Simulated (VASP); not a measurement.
A run of VASP 6.6.1:

The input INCAR:

```
SYSTEM = Re
ALGO = Normal
EDIFF = 1E-6
ENCUT = 560
GGA_COMPAT = .FALSE.
ISIF = 2
ISMEAR = -1
LASPH = .TRUE.
LCHARG = .FALSE.
LREAL = .FALSE.
LWAVE = .FALSE.
NBANDS = 22
NELM = 120
PREC = Accurate
SIGMA = 0.1
```

File KPOINTS:

```
k-points
0
G
  17 17 8
  0 0 0
```

The input POSCAR:

```
Re
1.0
   -1.8408856412      1.5122729733      1.3496421506
    1.5122729733     -1.8408856412      1.3496421506
    3.4050409120      3.4050409120     -1.9514968537
Re
2
Direct
    0.9582650556      0.0417349444      0.0000000000
    0.7917349444      0.2082650556      0.5000000000
```

Potentials or basis: VASP PAW LDA potentials, release 64 (Re_sv_GW).

Run with:

```console
$ cat potpaw_LDA.64/Re_sv_GW/POTCAR > POTCAR
$ mpirun -np 1 vasp_std > vasp.out
```

Hardware: 1 thread of AMD EPYC 7R43 64-Core Processor (Zen 3), on a shared host.

Estimate the wall time of this run.

Run time: 6.8 min on 1 thread of AMD EPYC 7R43 64-Core Processor (Zen 3), with other jobs on the host, peak memory 0.43 GiB. Counts: scf iterations 11, k points 621.
